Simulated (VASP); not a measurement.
Set up this calculation in VASP 6.6.1, as the native input.

```yaml
Task: single point
Functional: PBE
Potentials_or_basis: VASP PAW PBE potentials, release 64 (Ta_pv, Nb_sv, N)
Cutoff: 520 eV
k_mesh: 6 × 6 × 4
Occupations: gaussian, width 0.1 eV
Spin: collinear spin, ferromagnetic start
Starting_moments: "[1.0, 0.0, 0.0, 0.0] μB"
Dipole_correction: no
Further_INCAR_settings: ALGO = Normal; EDIFF = 1e-06; NBANDS = 29
```

The structure of TaNbN2 lies in POSCAR:

```
TaNbN2
1.0
    3.6512995630      0.0000000000      0.0000000000
   -1.8256497815      3.1621181784      0.0000000000
    0.0000000000      0.0000000000      5.7013974228
Ta Nb N
1 1 2
Direct
    0.0000000000      0.0000000000      0.5000000000
    0.0000000000      0.0000000000      0.0000000000
    0.3333333333      0.6666666667      0.0000000000
    0.6666666667      0.3333333333      0.0000000000
```

These files were run (other wordings do the same):

INCAR

```
PREC = Accurate
ENCUT = 520
EDIFF = 1E-6
ISMEAR = 0
SIGMA = 0.1
LREAL = F
LASPH = T
NELM = 150
ALGO = Normal
ISIF = 2
LWAVE = F
LCHARG = F
ISPIN = 2
MAGMOM = 1 0 0 0
LORBIT = 11
LMAXMIX = 4
GGA = PE
NBANDS = 29
```

KPOINTS

```
Automatic mesh
0
Gamma
  6 6 4
```

Potentials or basis: VASP PAW PBE potentials, release 64 (Ta_pv, Nb_sv, N).

The run is started by

```bash
$ cat potpaw_PBE.64/Ta_pv/POTCAR potpaw_PBE.64/Nb_sv/POTCAR potpaw_PBE.64/N/POTCAR > POTCAR
$ mpirun -np 1 vasp_std > vasp.out
```

It gave:

| Quantity | Value |
| --- | --- |
| Pressure | 0.5 GPa |
| Net moment | 1.16 μB per cell |
| Site moments | Ta +0.69; Nb +0.11; N -0.04 μB |
| Valence electrons inside the program's atomic spheres | Ta 8.49; Nb 10.72; N 3.60 |

Wall time 100 s on 1 thread of Intel(R) Xeon(R) Platinum 8488C (Sapphire Rapids), on a shared host, peak memory 0.24 GiB.
